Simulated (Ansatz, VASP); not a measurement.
# SiGe3 in VASP and in Ansatz

```
CELL_PARAMETERS angstrom
2.93809 0.00000 0.00000
-1.46904 2.54446 0.00000
0.00000 0.00000 9.77136
ATOMIC_POSITIONS crystal
Si 0.66667 0.33333 0.00000
Ge 0.66667 0.33333 0.50000
Ge 0.33333 0.66667 0.75000
Ge 0.33333 0.66667 0.25000
```

Alike in both runs: task single point; functional PBE; k mesh 6 × 6 × 2; occupations gaussian, width 0.1 eV; no spin polarisation.

|  | VASP | Ansatz |
| --- | --- | --- |
| version | VASP 6.6.1 | Ansatz 0.2.0 |
| potentials or method | VASP PAW PBE potentials, release 64 (Si, Ge_d), cutoff 520 eV | scalar-relativistic, plane waves, PAW |
| valence electrons in the cell | 46 | 46 |

```tsv
	VASP	Ansatz	Ansatz less VASP
gap on the k mesh at the Fermi level (eV)	none	none	-
pressure (GPa)	-0.4	-0.4	+0.03
traceless stress, the component that is largest in VASP (GPa)	-3.02	-3.01	+0.007
rms of the force components (eV/Å)	0.158	0.157	-0.0012
```

Atom by atom the forces differ by 0.001 eV/Å (rms over components). A gap of «none» marks a metal or a gap that the smearing closes. With one functional, cell and mesh, what is left measures potentials, basis and numerics.

The k mesh is coarse, so the values compare programs but aren't converged.
